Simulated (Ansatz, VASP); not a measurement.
## Two plane-wave programs on Ru

The input INCAR:

```
SYSTEM = Ru
PREC = Accurate
ENCUT = 600
EDIFF = 1E-6
ISMEAR = 1
SIGMA = 0.1
LREAL = .FALSE.
LASPH = .TRUE.
NELM = 60
ALGO = Normal
ISIF = 3
LWAVE = .FALSE.
LCHARG = .FALSE.
IBRION = 2
NSW = 60
EDIFFG = -0.005
```

The input KPOINTS:

```
Automatic mesh
0
G
  23 23 13
  0 0 0
```

File POSCAR:

```
Ru
1.0
    2.7000000000      0.0000000000      0.0000000000
   -1.3500000000      2.3382685900      0.0000000000
    0.0000000000      0.0000000000      4.2768000000
Ru
2
Direct
    0.0000000000      0.0000000000      0.0000000000
    0.3333333333      0.6666666667      0.5000000000
```

Input for Ansatz:

```yaml
crystal:
  lattice:
    - [2.7, 0.0, 0.0]
    - [-1.35, 2.33826859, 0.0]
    - [0.0, 0.0, 4.2768]
  atoms:
    - { symbol: Ru, position: [0.0, 0.0, 0.0] }
    - { symbol: Ru, position: [0.3333333333, 0.6666666667, 0.5] }
kpoints:
  mp_grid: { grid: [23, 23, 13] }
scf:
  occupations: { method: cold, width: 0.1 }
hamiltonian:
  xc: lda
  pseudopotentials: { kind: paw }
output:
  forces: true
  stress: true
  populations: false
relax:
  f_tol: 0.005
  max_steps: 40
  cell: {}
```

Alike in both runs: task relaxation of cell and atoms; functional LDA; k mesh 23 × 23 × 13; no spin polarisation.

|  | VASP | Ansatz |
| --- | --- | --- |
| version | VASP 6.6.1 | Ansatz 0.2.0 |
| potentials or method | VASP PAW LDA potentials, release 64 (Ru_pv) | plane-wave PAW, scalar-relativistic |
| plane-wave cutoff (eV) | 600 | 420 |
| occupations | methfessel-paxton of order 1, width 0.1 eV | cold, width 0.1 eV |
| valence electrons in the cell | 28 | 32 |

VASP gave:

| Property | Result |
| --- | --- |
| relaxed volume (Å³/atom) | 13.12 |
| relaxed cell length with the largest relative difference (Å) | 4.227 |

Which values does Ansatz return?

Relaxed volume (Å³/atom): 13.08; relaxed cell length with the largest relative difference (Å): 4.223.

LDA's correlation is that of Perdew and Zunger in VASP and of Perdew and Wang (1992) in Ansatz. VASP's potentials hold 28 valence electrons a cell and Ansatz's 32, so a difference there can come from the potentials and not from the codes.
